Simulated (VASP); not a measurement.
TiB2: single point with r2SCAN

TiB2:

```
Ti B
1.0
     3.04493    0.00000    0.00000
    -1.52247    2.63699    0.00000
     0.00000    0.00000    3.24570
Ti B
1 2
Direct
  0.00000 0.00000 0.00000
  0.33333 0.66667 0.50000
  0.66667 0.33333 0.50000
```

```yaml
Program: VASP 6.6.1
Task: single point
Functional: r2SCAN
Potentials_or_basis: VASP PAW PBE potentials, release 64 (Ti_sv, B)
Cutoff: 550 eV
k_mesh: 13 × 13 × 10
Occupations: fermi-dirac, width 0.1 eV
Spin: no spin polarisation
Dipole_correction: no
Further_INCAR_settings: ALGO = Normal; EDIFF = 1e-06; NBANDS = 16
```

The pressure is -4.3 GPa. The band gap on the k mesh is zero (bands 9 and 10 overlap by 0.54 eV).

Stress tensor (GPa, compression positive):
```
-4.69  0.00  0.00
 0.00 -4.69  0.00
 0.00  0.00 -3.59
```

Levels at points of the mesh, in eV from the Fermi level:
```tsv
k point	band 5	band 6	band 7	band 8	band 9	band 10	band 11	band 12	band 13	band 14
(0.00, 0.00, 0.00)	-14.41	-2.75	-2.75	-2.61	-2.16	1.92	1.92	3.76	3.76	5.86
(0.00, 0.00, 0.50)	-12.49	-8.08	-0.64	-0.64	-0.22	-0.22	0.45	0.45	1.71	6.79
```

It took 5.5 min on 1 thread of AMD EPYC 7R13, with other jobs on the host, peak memory 0.16 GiB.

Caveat: the cell stands under tension; the PAW data sets were made with another functional, which shifts forces and pressure a little.
